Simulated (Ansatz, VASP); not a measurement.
**Two plane-wave programs on InAg**

The input INCAR:

```
  PREC = Accurate
  ENCUT = 520
  EDIFF = 1E-6
  ISMEAR = -1
  SIGMA = 0.15
  LREAL = F
  LASPH = T
  NELM = 80
  ALGO = Normal
  ISIF = 2
  LWAVE = F
  LCHARG = T
  GGA = CA
  LELF = T
  LVHAR = T
  NBANDS = 19
```

File KPOINTS:

```
Automatic mesh
0
Gamma
  5 5 5
```

File POSCAR:

```
InAg
1.0
    3.4647890000      0.0000000000      0.0000000000
    0.0000000000      3.4647890000      0.0000000000
    0.0000000000      0.0000000000      3.4647890000
In Ag
1 1
Direct
    0.5000000000      0.5000000000      0.5000000000
    0.0000000000      0.0200000000      0.0000000000
```

Input for Ansatz:

```yaml
crystal:
  lattice:
    - [3.464789, 0.0, 0.0]
    - [0.0, 3.464789, 0.0]
    - [0.0, 0.0, 3.464789]
  atoms:
    - { symbol: In, position: [0.5, 0.5, 0.5] }
    - { symbol: Ag, position: [0.0, 0.02, 0.0] }
kpoints:
  mp_grid:
    grid: [5, 5, 5]
    shift: [0.0, 0.0, 0.0]
hamiltonian:
  xc: lda
scf:
  occupations:
    method: fermi_dirac
    width: 0.15
output:
  forces: true
```

Alike in both runs: task single point; functional LDA; k mesh 5 × 5 × 5; occupations fermi-dirac, width 0.15 eV; no spin polarisation.

|  | VASP | Ansatz |
| --- | --- | --- |
| version | VASP 6.6.1 | Ansatz 0.2.0 |
| potentials or method | VASP PAW LDA potentials, release 64 (In_d, Ag) | plane waves, PAW |
| plane-wave cutoff (eV) | 520 | 420 |
| valence electrons in the cell | 24 | 32 |

|  | VASP | Ansatz | Ansatz less VASP |
| --- | --- | --- | --- |
| gap on the k mesh at the Fermi level (eV) | none | none | - |
| rms of the force components (eV/Å) | 0.057 | 0.056 | -0.0015 |

LDA's correlation is that of Perdew and Zunger in VASP and of Perdew and Wang (1992) in Ansatz. Atom by atom the forces differ by 0.001 eV/Å (rms over components). A gap of «none» marks a metal or a gap that the smearing closes. VASP's potentials hold 24 valence electrons a cell and Ansatz's 32, so a difference there can come from the potentials and not from the codes.

The k mesh is coarse, so the values compare programs but aren't converged.
